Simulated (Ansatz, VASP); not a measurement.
# TiB2: VASP beside Ansatz

File INCAR:

```
SYSTEM = TiB2
PREC = Accurate
ENCUT = 520
EDIFF = 1E-6
ISMEAR = 0
SIGMA = 0.15
LREAL = .FALSE.
LASPH = .TRUE.
NELM = 100
ALGO = Normal
ISIF = 2
LWAVE = .FALSE.
LCHARG = .FALSE.
GGA = PE
NBANDS = 16
```

File KPOINTS:

```
Automatic mesh
0
G
  18 18 14
  0 0 0
```

Contents of POSCAR:

```
TiB2
1.0
    3.0318048529      0.0000000000      0.0000000000
   -1.5159024265      2.6518762222      0.0000000000
    0.0000000000      0.0000000000      3.2242295241
Ti B
1 2
Direct
    0.0000000000      0.0000000000      0.0000000000
    0.3333333333      0.6666666667      0.5000000000
    0.6666666667      0.3333333333      0.5000000000
```

Input for Ansatz:

```yaml
crystal:
  lattice:
    - [3.0318048529, 0.0, 0.0]
    - [-1.5159024265, 2.6518762222, 0.0]
    - [0.0, 0.0, 3.2242295241]
  atoms:
    - { symbol: Ti, position: [0.0, 0.0, 0.0] }
    - { symbol: B, position: [0.3333333333, 0.6666666667, 0.5] }
    - { symbol: B, position: [0.6666666667, 0.3333333333, 0.5] }
basis:
  ecutwfc: 420
kpoints:
  mp_grid: { grid: [18, 18, 14] }
hamiltonian:
  xc: pbe
scf:
  occupations: { method: gaussian, width: 0.15 }
output:
  forces: true
  stress: true
  eigenvalues: true
```

Change from the starting cell: strain +0.0100 x Voigt [0, 1, 0, 0, 0, 0], atoms carried along.

Alike in both runs: task single point; functional PBE; k mesh 18 × 18 × 14; occupations gaussian, width 0.15 eV; no spin polarisation.

|  | VASP | Ansatz |
| --- | --- | --- |
| version | VASP 6.6.1 | Ansatz 0.2.0 |
| potentials or method | VASP PAW PBE potentials, release 64 (Ti_sv, B), cutoff 520 eV | scalar-relativistic, plane waves, PAW |
| valence electrons in the cell | 18 | 18 |

```csv
,VASP,Ansatz,Ansatz less VASP
gap on the k mesh at the Fermi level (eV),none,none,-
pressure (GPa),-2.4,-2.6,-0.21
"traceless stress, the component that is largest in VASP (GPa)",-3.70,-3.69,+0.012
rms of the force components (eV/Å),0.012,0.012,-0.0002
```

Atom by atom the forces differ by 0.000 eV/Å (rms over components). A gap of «none» marks a metal or a gap that the smearing closes.
